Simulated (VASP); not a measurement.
Wanted: the native input for a VASP 6.6.1 run.

```yaml
Task: single point
Functional: PBE
Potentials_or_basis: VASP PAW PBE potentials, release 64 (Si, C)
Cutoff: 520 eV
k_mesh: 6 × 6 × 2
Occupations: gaussian, width 0.1 eV
Spin: collinear spin, ferromagnetic start
Starting_moments: "[0.0, 0.0, 0.0, 1.0] μB"
Dipole_correction: no
Further_INCAR_settings: ALGO = Normal; EDIFF = 1e-06; NBANDS = 20
```

The structure of Si3C lies in POSCAR:

```
Si3C
1.0
    2.7434356100      0.0000000000      0.0000000000
    0.0000000000      2.7434356100      0.0000000000
    0.0000000000      0.0000000000      7.7596076900
Si C
3 1
Direct
    0.0000000000      0.0000000000      0.7500000000
    0.5000000000      0.5000000000      0.5000000000
    0.0000000000      0.0000000000      0.2500000000
    0.5000000000      0.5000000000      0.0000000000
```

One way to write it, as run:

INCAR

```
  PREC = Accurate
  ENCUT = 520
  EDIFF = 1E-6
  ISMEAR = 0
  SIGMA = 0.1
  LREAL = False
  LASPH = True
  NELM = 150
  ALGO = Normal
  ISIF = 2
  LWAVE = False
  LCHARG = False
  ISPIN = 2
  MAGMOM = 0 0 0 1
  LORBIT = 11
  GGA = PE
  NBANDS = 20
```

KPOINTS

```
regular mesh
0
Gamma
  6 6 2
```

Potentials or basis: VASP PAW PBE potentials, release 64 (Si, C).

Run with:

```console
$ cat potpaw_PBE.64/Si/POTCAR potpaw_PBE.64/C/POTCAR > POTCAR
$ mpirun -np 1 vasp_std > vasp.out
```

Results of the run:

```yaml
Pressure: -10.6 GPa
Largest_force: 1.034 eV/Å
Band_gap_on_the_k_mesh: zero (filled and empty bands overlap)
Net_moment: 0.00 μB per cell
Valence_electrons_inside_the_program's_atomic_spheres: Si 1.48, 1.55; C 2.03
```

Caveat: the k points lie up to 0.40 Å⁻¹ apart; forces of over 1 eV/Å act on the atoms, so gaps and moduli don't describe the material at rest.

It took 68 s on 1 thread of AMD EPYC 7R13 Processor (Zen 3) (shared host), peak memory 0.15 GiB.
